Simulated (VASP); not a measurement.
## TiO2: single point with PBE

The system is TiO2.

```
CELL_PARAMETERS angstrom
4.54535 0.00000 0.00000
0.00000 5.51962 0.00000
0.00000 0.00000 4.90920
ATOMIC_POSITIONS crystal
Ti 0.00000 0.17299 0.75000
Ti 0.50000 0.32701 0.25000
Ti 0.00000 0.82701 0.25000
Ti 0.50000 0.67299 0.75000
O 0.27145 0.38172 0.91865
O 0.77145 0.11828 0.08135
O 0.22855 0.11828 0.41865
O 0.72855 0.38172 0.58135
O 0.27145 0.61828 0.41865
O 0.77145 0.88172 0.58135
O 0.22855 0.88172 0.91865
O 0.72855 0.61828 0.08135
```

| Item | Value |
| --- | --- |
| Program | VASP 6.6.1 |
| Task | single point |
| Functional | PBE |
| Potentials or basis | VASP PAW PBE potentials, release 64 (Ti_sv, O) |
| Cutoff | 520 eV |
| k mesh | 2 × 2 × 2 |
| Occupations | fermi-dirac, width 0.05 eV |
| Spin | no spin polarisation |
| Dipole correction | no |
| Further INCAR settings | ALGO = Normal; EDIFF = 1e-06; NBANDS = 60 |

```
Pressure               : 4.9 GPa
Largest force          : 0.145 eV/Å
Band gap on the k mesh : 2.59 eV, indirect (least direct gap 2.64 eV)
```

Forces in eV/Å, atoms in the order of the input:
```
Ti   0.000  0.145  0.000
Ti   0.000 -0.145  0.000
Ti   0.000 -0.145  0.000
Ti   0.000  0.145  0.000
O   -0.037 -0.028 -0.011
O   -0.037  0.028  0.011
O    0.037  0.028 -0.011
O    0.037 -0.028  0.011
O   -0.037  0.028 -0.011
O   -0.037 -0.028  0.011
O    0.037 -0.028 -0.011
O    0.037  0.028  0.011
```

Stress tensor (GPa, compression positive):
```
4.84 0.00 0.00
0.00 5.23 0.00
0.00 0.00 4.71
```

Levels at points of the mesh, in eV from the valence-band top:
```tsv
k point	band 44	band 45	band 46	band 47	band 48	band 49	band 50	band 51	band 52	band 53
(0.00, 0.00, 0.00)	-0.55	-0.54	-0.43	-0.03	0.00	2.64	2.65	2.78	2.80	2.81
(0.50, 0.00, 0.00)	-1.29	-0.50	-0.50	-0.26	-0.26	3.07	3.07	3.21	3.21	3.53
(0.00, 0.50, 0.00)	-1.33	-1.21	-1.21	-0.15	-0.15	2.75	2.75	3.19	3.19	3.27
(0.50, 0.50, 0.00)	-1.05	-0.55	-0.55	-0.37	-0.37	2.93	2.93	2.94	2.94	3.19
(0.00, 0.00, 0.50)	-1.05	-0.45	-0.45	-0.31	-0.31	2.59	2.59	3.00	3.00	3.49
(0.50, 0.00, 0.50)	-1.28	-0.50	-0.50	-0.50	-0.50	2.95	2.95	2.95	2.95	3.51
(0.00, 0.50, 0.50)	-1.70	-0.45	-0.45	-0.45	-0.45	2.88	2.88	2.88	2.88	3.67
(0.50, 0.50, 0.50)	-1.29	-0.81	-0.81	-0.81	-0.81	2.96	2.96	2.96	2.96	3.44
```

It took 67 s on 1 thread of Oxide Virtual Turin-like Processor, with other jobs on the host, peak memory 0.21 GiB.

Caveat: the k points lie up to 0.69 Å⁻¹ apart. A k mesh can miss the band edges.
